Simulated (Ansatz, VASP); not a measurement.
# Two plane-wave programs on Ni

File INCAR:

```
SYSTEM = Ni
PREC = Accurate
ENCUT = 600
EDIFF = 1E-6
ISMEAR = -1
SIGMA = 0.1
LREAL = .FALSE.
LASPH = .TRUE.
NELM = 200
ALGO = Normal
ISIF = 2
LWAVE = .FALSE.
LCHARG = .FALSE.
ISPIN = 2
MAGMOM = 0.73
LORBIT = 11
LMAXMIX = 4
GGA = PE
NBANDS = 15
GGA_COMPAT = .FALSE.
```

The input KPOINTS:

```
Automatic mesh
0
G
  8 8 8
  0 0 0
```

Contents of POSCAR:

```
Ni
1.0
   -1.4151420000      1.4151420000      1.4151420000
    1.4151420000     -1.4151420000      1.4151420000
    1.4151420000      1.4151420000     -1.4151420000
Ni
1
Direct
    0.0000000000      0.0000000000      0.0000000000
```

Input for Ansatz:

```yaml
crystal:
  lattice:
    - [-1.415142, 1.415142, 1.415142]
    - [1.415142, -1.415142, 1.415142]
    - [1.415142, 1.415142, -1.415142]
  atoms:
    - { symbol: Ni, position: [0, 0, 0] }
kpoints:
  mp_grid: { grid: [8, 8, 8], shift: [0, 0, 0] }
hamiltonian:
  xc: pbe
  pseudopotentials: { kind: nc }
scf:
  occupations: { method: fermi_dirac }
magnetization:
  spin_polarized: true
```

Alike in both runs: task single point; functional PBE; k mesh 8 × 8 × 8; collinear spin.

```csv
,VASP,Ansatz
version,VASP 6.6.1,Ansatz 0.2 development build
potentials or method,"VASP PAW PBE potentials, release 64 (Ni)",scalar-relativistic
plane-wave cutoff (eV),600,1400
occupations,"fermi-dirac, width 0.1 eV",fermi-dirac
```

VASP gave:

```
net moment per atom (μB)                                      : 0.58
size of the moment on the site where the two differ most (μB) : 0.59
```

Problem. What did Ansatz give for the same quantities?

Solution. net moment per atom (μB): 0.62; size of the moment on the site where the two differ most (μB): 0.66.

Site moments also hang on the region over which each program counts them. Ansatz's warnings: negative dielectric reading.

The k mesh is coarse, so the values compare programs but aren't converged.
